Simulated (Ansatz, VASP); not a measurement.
# Two plane-wave programs on MnAs

```
Mn As
1.0
     3.65526    0.00000    0.00000
    -1.82763    3.16555    0.00000
     0.00000    0.00000    5.50276
Mn As
2 2
Direct
  0.00000 0.00000 0.00000
  0.00000 0.00000 0.50000
  0.33333 0.66667 0.25000
  0.66667 0.33333 0.75000
```

Alike in both runs: functional PBE; k mesh 12 × 12 × 8; occupations gaussian, width 0.1 eV; collinear spin.

Ansatz relaxed the structure, and its values are those at the end. VASP's run is a single point on that final structure, the one shown.

|  | VASP | Ansatz |
| --- | --- | --- |
| version | VASP 6.6.1 | Ansatz 0.2.0 |
| potentials or method | VASP PAW PBE potentials, release 64 (Mn_pv, As), cutoff 520 eV | scalar-relativistic, plane waves, PAW |
| valence electrons in the cell | 36 | 60 |

```tsv
	VASP	Ansatz	Ansatz less VASP
gap on the k mesh at the Fermi level (eV)	none	none	-
pressure (GPa)	0.2	0.0	-0.15
net moment per atom (μB)	1.42	1.42	+0.002
size of the moment on the site where the two differ most (μB)	2.91	2.85	-0.060
```

Site moments also hang on the region over which each program counts them. A gap of «none» marks a metal or a gap that the smearing closes. VASP's potentials hold 36 valence electrons a cell and Ansatz's 60, so a difference there can come from the potentials and not from the codes.
